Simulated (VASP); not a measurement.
**Zn: relaxation of cell and atoms with PBE**

Zn:

```
Zn
1.0
     0.00000    2.71000    2.71000
     2.71000    0.00000    2.71000
     2.71000    2.71000    0.00000
Zn
2
Cartesian
  0.0000 0.0000 0.0000
  1.3550 1.3550 1.3550
```

This isn't the form of Zn at room conditions, which is hcp.

```yaml
Program: VASP 6.6.1
Task: relaxation of cell and atoms
Functional: PBE
Potentials_or_basis: VASP PAW PBE potentials, release 64 (Zn)
Cutoff: 600 eV
k_mesh: 13 × 13 × 13
Occupations: gaussian, width 0.05 eV
Spin: no spin polarisation
Dipole_correction: no
Further_INCAR_settings: ALGO = Normal; EDIFF = 1e-07; IBRION = 2; EDIFFG = -0.03; NSW = 80; ISIF = 3
```

```yaml
Relaxed_volume: 24.80 Å³/atom
Relaxed_cell: a = 4.124 Å, b = 4.124 Å, c = 4.124 Å, α = 60.00°, β = 60.00°, γ = 60.00°
Space_group_after_relaxing_to_0.1_Å: Fd-3m (No. 227)
Energy_gained_by_relaxing: 123.2 meV/atom
Ionic_steps: 4
Pressure_after_relaxing: -0.1 GPa
Band_gap_on_the_k_mesh: zero (bands 12 and 13 overlap by 5.78 eV)
```

Step by step:
```
step  energy change (eV)  largest force (eV/Å)  pressure (GPa)  volume (Å³)
   1              0.0000                0.0000           10.30        39.81
   2             -0.2404                0.0000            1.12        47.64
   3             -0.2455                0.0000           -0.36        50.28
   4             -0.2464                0.0000           -0.06        49.60
```

Final structure:
```
Zn
1.0
     0.00000    2.91620    2.91620
     2.91620    0.00000    2.91620
     2.91620    2.91620    0.00000
Zn
2
Direct
  0.00000 0.00000 0.00000
  0.25000 0.25000 0.25000
```

Levels at points of the mesh, in eV from the Fermi level:
```tsv
k point	band 8	band 9	band 10	band 11	band 12	band 13	band 14	band 15	band 16
(0.00, 0.00, 0.00)	-6.92	-6.92	-6.73	-6.73	5.18	5.18	5.18	6.66	6.66
```

Wall time 2.8 min on 1 thread of Intel(R) Xeon(R) Platinum 8488C (Sapphire Rapids), on a shared host, peak memory 0.21 GiB.

Caveat: the volume moved by over 15 % at a fixed basis, so the end points are rough.
